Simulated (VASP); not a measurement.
# ZrS: single point with r2SCAN

Crystal: ZrS.

```
Zr S
1.0
     0.00000    2.62500    2.62500
     2.62500    0.00000    2.62500
     2.62500    2.62500    0.00000
Zr S
1 1
Direct
  0.00000 0.00000 0.00000
  0.50000 0.50000 0.50000
```

```yaml
Program: VASP 6.6.1
Task: single point
Functional: r2SCAN
Potentials_or_basis: VASP PAW PBE potentials, release 64 (Zr_sv, S)
Cutoff: 520 eV
k_mesh: 14 × 14 × 14
Occupations: tetrahedron
Spin: no spin polarisation
```

| Quantity | Value |
| --- | --- |
| Pressure | -2.0 GPa |
| Band gap on the k mesh | zero (band 9 reaches 12.42 eV, above the bottom of band 10 at 9.51 eV) |

Levels at points of the mesh, in eV from the Fermi level:
```
           k point  band 6  band 7  band 8  band 9  band 10  band 11  band 12  band 13
(0.00, 0.00, 0.00)   -3.98   -3.98   -3.98   -1.42    -1.42    -1.42    -0.67    -0.67
(0.50, 0.00, 0.00)   -8.49   -6.43   -6.43    1.50     1.50     1.84     2.10     5.78
(0.50, 0.50, 0.00)   -6.76   -4.94   -4.94   -3.52     0.55     2.39     2.39     3.05
```

It took 3.9 min on 1 thread of Intel(R) Xeon(R) Platinum 8259CL CPU @ 2.50GHz (Skylake/Cascade Lake) (shared host), peak memory 0.2 GiB.

Caveat: the PAW data sets were made with another functional, which shifts forces and pressure a little; tetrahedron occupations give inexact forces and stress in metals.
